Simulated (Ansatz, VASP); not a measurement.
# CuO: VASP beside Ansatz

```xyz
4
Lattice="2.3464 -1.7142 0.0000 2.3464 1.7142 0.0000 -0.8519 0.0000 5.0659" Properties=species:S:1:pos:R:3 pbc="T T T"
Cu    1.1732    0.8458    0.0000
Cu    0.7472   -0.8458    2.5329
O     2.0759   -0.2821    1.3181
O     1.6499    0.2821    3.8511
```

Alike in both runs: task single point; functional r2SCAN; k mesh 7 × 7 × 4; occupations fermi-dirac, width 0.05 eV; collinear spin.

```csv
,VASP,Ansatz
version,VASP 6.6.1,Ansatz 0.2.0
potentials or method,"VASP PAW PBE potentials, release 64 (Cu, O), cutoff 520 eV","PAW, plane waves, scalar-relativistic"
valence electrons in the cell,34,50
```

Ansatz gave:

| Item | Value |
| --- | --- |
| pressure (GPa) | 0.2 |
| traceless stress, the component that is largest in VASP (GPa) | -0.49 |
| rms of the force components (eV/Å) | 0.603 |
| net moment per atom (μB) | 0.48 |
| size of the moment on the site where the two differ most (μB) | 0.64 |

**Question.** What did VASP give for the same quantities?

**Answer.** Pressure (GPa): -0.3; traceless stress, the component that is largest in VASP (GPa): -1.97; rms of the force components (eV/Å): 0.566; net moment per atom (μB): 0.00; size of the moment on the site where the two differ most (μB): 0.00.

The net moments are unlike, so the other rows may belong to different states. VASP's potentials were made for PBE, not for r2SCAN. Site moments also hang on the region over which each program counts them. Atom by atom the forces differ by 0.069 eV/Å (rms over components). VASP's potentials hold 34 valence electrons a cell and Ansatz's 50, so a difference there can come from the potentials and not from the codes. Ansatz's warnings: no starting moments.
